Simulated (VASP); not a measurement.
# ZnS (CsCl type) (Pm-3m) in VASP: a series of runs, part 2 of 2

VASP 6.6.1.

## 4. Relaxation of cell and atoms, PBE, target pressure 120 GPa, at which the enthalpy is minimised

INCAR reads:

```
SYSTEM = ZnS
PREC     = Accurate       ! precision mode
ENCUT    = 600            ! plane-wave cutoff, eV
EDIFF    = 1E-6           ! SCF threshold, eV
ISMEAR   = -1             ! smearing method
SIGMA    = 0.08           ! smearing width, eV
LREAL    = .FALSE.        ! projectors in reciprocal space
LASPH    = .TRUE.         ! aspherical terms in the spheres
NELM     = 80             ! most SCF steps
ALGO     = Normal         ! electronic algorithm
ISIF     = 3              ! what is computed and relaxed
LWAVE    = .FALSE.        ! write WAVECAR
LCHARG   = .FALSE.        ! write CHGCAR
GGA      = PE             ! functional
IBRION   = 2              ! ionic algorithm
NSW      = 32             ! ionic steps
EDIFFG   = -0.005         ! ionic threshold
PSTRESS  = 1200.0
```

KPOINTS reads:

```
Automatic mesh
0
G
  16 16 16
  0 0 0
```

POSCAR reads:

```
ZnS
1.0
    2.6928798838      0.0000000000      0.0000000000
    0.0000000000      2.6928798838      0.0000000000
    0.0000000000      0.0000000000      2.6928798838
Zn S
1 1
Direct
    0.0000000000      0.0000000000      0.0000000000
    0.5000000000      0.5000000000      0.5000000000
```

Potentials or basis: VASP PAW PBE potentials, release 64 (Zn, S).

The run is started by

```console
$ cat potpaw_PBE.64/Zn/POTCAR potpaw_PBE.64/S/POTCAR > POTCAR
$ mpirun -np 1 vasp_std > vasp.out
```

OUTCAR:

```text
SYSTEM = ZnS
   PREC = Accurate
   ENCUT = 600
   EDIFF = 1E-6
   ISMEAR = -1
   LREAL = .FALSE.
   LASPH = .TRUE.
   NELM = 80
   ISIF = 3
   GGA = PE
   IBRION = 2
   NSW = 32
   EDIFFG = -0.005
   PSTRESS = 1200.0

 ion  position               nearest neighbor table
   1  0.000  0.000  0.000-   2 2.33   2 2.33   2 2.33   2 2.33   2 2.33   2 2.33   2 2.33   2 2.33

   2  0.500  0.500  0.500-   1 2.33   1 2.33   1 2.33   1 2.33   1 2.33   1 2.33   1 2.33   1 2.33

  LATTYP: Found a simple cubic cell.
 ALAT       =     2.6928798838

  Lattice vectors:

 A1 = (   2.6928798838,   0.0000000000,   0.0000000000)
 A2 = (   0.0000000000,   2.6928798838,   0.0000000000)
 A3 = (   0.0000000000,   0.0000000000,   2.6928798838)

Analysis of symmetry for initial positions (statically):
=====================================================================
 Subroutine PRICEL returns:
 Original cell was already a primitive cell.
[... 269 lines left out ...]
      4       3.3750      2.00000
      5       3.3750      2.00000
      6       3.3750      2.00000
      7       9.0523      2.00000
      8       9.0523      2.00000
      9       9.0523      2.00000
     10      14.9312      0.00000
     11      16.3097      0.00000
     12      16.3097      0.00000
     13      28.9361      0.00000
[... 354 lines left out ...]
  band No.  band energies     occupation
      1      -5.1525      2.00000
      2      -1.1748      2.00000
      3       2.4885      2.00000
      4       2.5631      2.00000
      5       2.6689      2.00000
      6       3.3754      2.00000
      7       4.1478      2.00000
      8      10.2730      2.00000
      9      12.2769      0.00004
     10      15.7506      0.00000
     11      17.7985      0.00000
     12      19.1757      0.00000
     13      19.9466      0.00000

 [... further k-points ...]

------------------------ aborting loop because EDIFF is reached ----------------------------------------

  FORCE on cell =-STRESS in cart. coord.  units (eV):
  Direction    XX          YY          ZZ          XY          YZ          ZX
  --------------------------------------------------------------------------------------
  -------------------------------------------------------------------------------------
  Total       14.6636564     14.6636564     14.6636564     -0.0000000      0.0000000      0.0000000
  in kB     1199.8921357   1199.8921357   1199.8921357     -0.0000000      0.0000000      0.0000000
  external PRESSURE =      -0.1078643 kB  Pullay stress =    1200.0000000 kB
[... 21 lines left out ...]
  energy  without entropy=       -1.8086692095  energy(sigma->0) =       -1.81662743

  enthalpy is  TOTEN    =        12.8403889152 eV   P V=       14.6649745682

 reached required accuracy - stopping structural energy minimisation
```

OSZICAR:

```text
N       E                     dE             d eps       ncg     rms          rms(c)
DAV:   1     0.968858923268E+02    0.96886E+02   -0.10582E+04  4380   0.228E+03
DAV:   2     0.290121865718E+01   -0.93985E+02   -0.89256E+02  4465   0.336E+02
DAV:   3    -0.221737618368E+01   -0.51186E+01   -0.49530E+01  5130   0.742E+01
DAV:   4    -0.227239260484E+01   -0.55016E-01   -0.54943E-01  4930   0.726E+00
[... 22 lines left out ...]
DAV:   3    -0.182509324214E+01    0.18764E-02   -0.17496E-03  5731   0.918E-01    0.212E-01
DAV:   4    -0.182463194855E+01    0.46129E-03   -0.47116E-04  5365   0.505E-01    0.629E-02
DAV:   5    -0.182458711120E+01    0.44837E-04   -0.66326E-05  6675   0.173E-01    0.172E-02
DAV:   6    -0.182458573022E+01    0.13810E-05   -0.10806E-05  4630   0.386E-02    0.539E-03
DAV:   7    -0.182458565300E+01    0.77217E-07   -0.32619E-07  2275   0.590E-03
   3 F= 0.12840389E+02 E0= 0.12848347E+02  d E =-.221941E-03
```

CONTCAR:

```text
ZnS
   1.00000000000000
     2.6952778991626598    0.0000000000000000   -0.0000000000000000
     0.0000000000000000    2.6952778991626598   -0.0000000000000000
     0.0000000000000000    0.0000000000000000    2.6952778991626598
  Zn              S
     1     1
Direct
     0.0000000000000000    0.0000000000000000    0.0000000000000000
     0.5000000000000000    0.5000000000000000    0.5000000000000000

  0.00000000E+00  0.00000000E+00  0.00000000E+00
  0.00000000E+00  0.00000000E+00  0.00000000E+00
```

Wall time 79 s (1 thread of AMD EPYC 9R45 (Zen 5), shared host); peak memory 0.15 GiB.

What came out:

| Property | Result |
| --- | --- |
| Free energy | -1.8246 eV |
| Relaxed volume | 9.79 Å³/atom |
| Relaxed cell | a = 2.695 Å, b = 2.695 Å, c = 2.695 Å, α = 90.00°, β = 90.00°, γ = 90.00° |
| Space group after relaxing (to 0.05 Å) | Pm-3m (No. 221) |
| Energy change on relaxing (the enthalpy is what falls) | -19.7 meV/atom |
| Ionic steps | 3 |
| Pressure after relaxing | 120.0 GPa |
| Band gap on the k mesh | zero (band 9 reaches 12.32 eV, above the bottom of band 10 at 9.41 eV) |

Step by step:
```csv
step,energy change (eV),largest force (eV/Å),pressure (GPa),volume (Å³)
1,0.0000,0.0000,121.38,19.53
2,-0.1761,0.0000,115.40,19.77
3,-0.0393,0.0000,119.99,19.58
```

Final structure:
```cif
data_structure
_symmetry_space_group_name_H-M 'P 1'
_symmetry_Int_Tables_number 1
_cell_length_a 2.6953
_cell_length_b 2.6953
_cell_length_c 2.6953
_cell_angle_alpha 90.000
_cell_angle_beta 90.000
_cell_angle_gamma 90.000
_cell_volume 19.58
loop_
_atom_site_label
_atom_site_type_symbol
_atom_site_fract_x
_atom_site_fract_y
_atom_site_fract_z
_atom_site_occupancy
Zn1 Zn 0.00000 0.00000 0.00000 1
S1 S 0.50000 0.50000 0.50000 1
```

Caveat: the cell is relaxed towards a set pressure, so the enthalpy falls and the energy may rise.

## 5. Relaxation of cell and atoms, PBE, target pressure 120 GPa, at which the enthalpy is minimised

This run uses another cell than the first one, of 10.02 Å³/atom, 1.026 times its volume.

INCAR reads:

```
SYSTEM = ZnS
  PREC = Accurate
  ENCUT = 600
  EDIFF = 1E-7
  ISMEAR = -1
  SIGMA = 0.08
  LREAL = .FALSE.
  LASPH = .TRUE.
  NELM = 60
  ALGO = Normal
  ISIF = 3
  LWAVE = .FALSE.
  LCHARG = .FALSE.
  GGA = PE
  IBRION = 2
  NSW = 60
  EDIFFG = -0.005
  PSTRESS = 1200.0
```

KPOINTS is that of step 4.

POSCAR reads:

```
ZnS
1.0
    2.7160238344      0.0000000000      0.0000000000
    0.0000000000      2.7160238344      0.0000000000
    0.0000000000      0.0000000000      2.7160238344
Zn S
1 1
Direct
    0.0000000000      0.0000000000      0.0000000000
    0.5000000000      0.5000000000      0.5000000000
```

Potentials or basis: VASP PAW PBE potentials, release 64 (Zn, S).

The run is started by

```console
$ cat potpaw_PBE.64/Zn/POTCAR potpaw_PBE.64/S/POTCAR > POTCAR
$ mpirun -np 1 vasp_std > vasp.out
```

OUTCAR:

```text
SYSTEM = ZnS
   PREC = Accurate
   ENCUT = 600
   EDIFF = 1E-7
   ISMEAR = -1
   LREAL = .FALSE.
   LASPH = .TRUE.
   NELM = 60
   ISIF = 3
   GGA = PE
   IBRION = 2
   NSW = 60
   EDIFFG = -0.005
   PSTRESS = 1200.0

 ion  position               nearest neighbor table
   1  0.000  0.000  0.000-   2 2.35   2 2.35   2 2.35   2 2.35   2 2.35   2 2.35   2 2.35   2 2.35

   2  0.500  0.500  0.500-   1 2.35   1 2.35   1 2.35   1 2.35   1 2.35   1 2.35   1 2.35   1 2.35

  LATTYP: Found a simple cubic cell.
 ALAT       =     2.7160238344

  Lattice vectors:

 A1 = (   2.7160238344,   0.0000000000,   0.0000000000)
 A2 = (   0.0000000000,   2.7160238344,   0.0000000000)
 A3 = (   0.0000000000,   0.0000000000,   2.7160238344)

Analysis of symmetry for initial positions (statically):
=====================================================================
 Subroutine PRICEL returns:
 Original cell was already a primitive cell.
[... 269 lines left out ...]
      4       3.3630      2.00000
      5       3.3630      2.00000
      6       3.3630      2.00000
      7       9.0399      2.00000
      8       9.0399      2.00000
      9       9.0399      2.00000
     10      14.9071      0.00000
     11      16.2978      0.00000
     12      16.2978      0.00000
     13      28.9156      0.00000
[... 354 lines left out ...]
  band No.  band energies     occupation
      1      -5.1589      2.00000
      2      -1.1788      2.00000
      3       2.4782      2.00000
      4       2.5529      2.00000
      5       2.6583      2.00000
      6       3.3634      2.00000
      7       4.1350      2.00000
      8      10.2578      2.00000
      9      12.2599      0.00004
     10      15.7362      0.00000
     11      17.7845      0.00000
     12      19.1615      0.00000
     13      19.9283      0.00000

 [... further k-points ...]

------------------------ aborting loop because EDIFF is reached ----------------------------------------

  FORCE on cell =-STRESS in cart. coord.  units (eV):
  Direction    XX          YY          ZZ          XY          YZ          ZX
  --------------------------------------------------------------------------------------
  -------------------------------------------------------------------------------------
  Total       14.6859612     14.6859612     14.6859612      0.0000000     -0.0000000      0.0000000
  in kB     1200.7053444   1200.7053444   1200.7053444      0.0000000     -0.0000000      0.0000000
  external PRESSURE =       0.7053444 kB  Pullay stress =    1200.0000000 kB
[... 21 lines left out ...]
  energy  without entropy=       -1.8212008613  energy(sigma->0) =       -1.82918392

  enthalpy is  TOTEN    =        12.8401671244 eV   P V=       14.6773341021

 reached required accuracy - stopping structural energy minimisation
```

OSZICAR:

```text
N       E                     dE             d eps       ncg     rms          rms(c)
DAV:   1     0.967352952448E+02    0.96735E+02   -0.10689E+04  4394   0.229E+03
DAV:   2     0.263160993195E+01   -0.94104E+02   -0.89678E+02  4500   0.335E+02
[... 33 lines left out ...]
DAV:   6    -0.183715827137E+01   -0.58380E-05   -0.44705E-04  4650   0.224E-01    0.503E-02
DAV:   7    -0.183715858120E+01   -0.30983E-06   -0.66411E-06  5110   0.300E-02    0.542E-02
DAV:   8    -0.183717095124E+01   -0.12370E-04   -0.18189E-05  4870   0.829E-02    0.406E-02
DAV:   9    -0.183716690552E+01    0.40457E-05   -0.11184E-05  4960   0.105E-01    0.188E-02
DAV:  10    -0.183716703877E+01   -0.13324E-06   -0.26786E-07  3704   0.120E-02    0.182E-02
DAV:  11    -0.183716697770E+01    0.61067E-07   -0.56683E-08  2230   0.431E-03
   3 F= 0.12840167E+02 E0= 0.12848150E+02  d E =-.159795E-01
```

CONTCAR:

```text
ZnS
   1.00000000000000
     2.6960348734176112   -0.0000000000000000    0.0000000000000000
     0.0000000000000000    2.6960348734176112    0.0000000000000000
    -0.0000000000000000    0.0000000000000000    2.6960348734176112
  Zn              S
     1     1
Direct
     0.0000000000000000    0.0000000000000000    0.0000000000000000
     0.5000000000000000    0.5000000000000000    0.5000000000000000

  0.00000000E+00  0.00000000E+00  0.00000000E+00
  0.00000000E+00  0.00000000E+00  0.00000000E+00
```

Wall time 1.8 min (1 thread of AMD EPYC 9R45 (Zen 5), shared host); peak memory 0.15 GiB.

Results:

| Property | Result |
| --- | --- |
| Free energy | -1.8372 eV |
| Relaxed volume | 9.80 Å³/atom |
| Relaxed cell | a = 2.696 Å, b = 2.696 Å, c = 2.696 Å, α = 90.00°, β = 90.00°, γ = 90.00° |
| Space group after relaxing (to 0.05 Å) | Pm-3m (No. 221) |
| Energy change on relaxing (the enthalpy is what falls) | +156.5 meV/atom |
| Ionic steps | 3 |
| Pressure after relaxing | 120.1 GPa |
| Band gap on the k mesh | zero (band 9 reaches 12.30 eV, above the bottom of band 10 at 9.40 eV) |

Step by step:
| step | energy change (eV) | largest force (eV/Å) | pressure (GPa) | volume (Å³) |
| --- | --- | --- | --- | --- |
| 1 | 0.0000 | 0.0000 | 108.95 | 20.04 |
| 2 | 1.6325 | 0.0000 | 165.40 | 18.10 |
| 3 | 0.3129 | 0.0000 | 120.07 | 19.60 |

Final structure:
```xyz
2
Lattice="2.6960 0.0000 0.0000 0.0000 2.6960 0.0000 0.0000 0.0000 2.6960" Properties=species:S:1:pos:R:3 pbc="T T T"
Zn    0.0000    0.0000    0.0000
S     1.3480    1.3480    1.3480
```

Caveat: the cell is relaxed towards a set pressure, so the enthalpy falls and the energy may rise.

## 6. Summary

| task | cell | cutoff (eV) | gap on the mesh (eV) | pressure (GPa) |
| --- | --- | --- | --- | --- |
| single point | a = 2.693 Å, 2 atoms | 520 | none | 121.2 |
| relaxation of cell and atoms | relaxed to 120 GPa from a = 2.693 Å, 2 atoms | 600 | none | 120.0 |
| relaxation of cell and atoms | relaxed to 120 GPa from a = 2.716 Å, 2 atoms | 600 | none | 120.1 |

Alike in all rows: level PBE; potentials or basis VASP PAW PBE potentials, release 64 (Zn, S); no spin polarisation; k mesh 16 × 16 × 16; smearing fermi-dirac 0.08 eV.

Caveats: the cell is relaxed towards a set pressure, so the enthalpy falls and the energy may rise (some runs).

Total energies depend on the potentials used, so only differences within one code and one set of settings carry meaning.
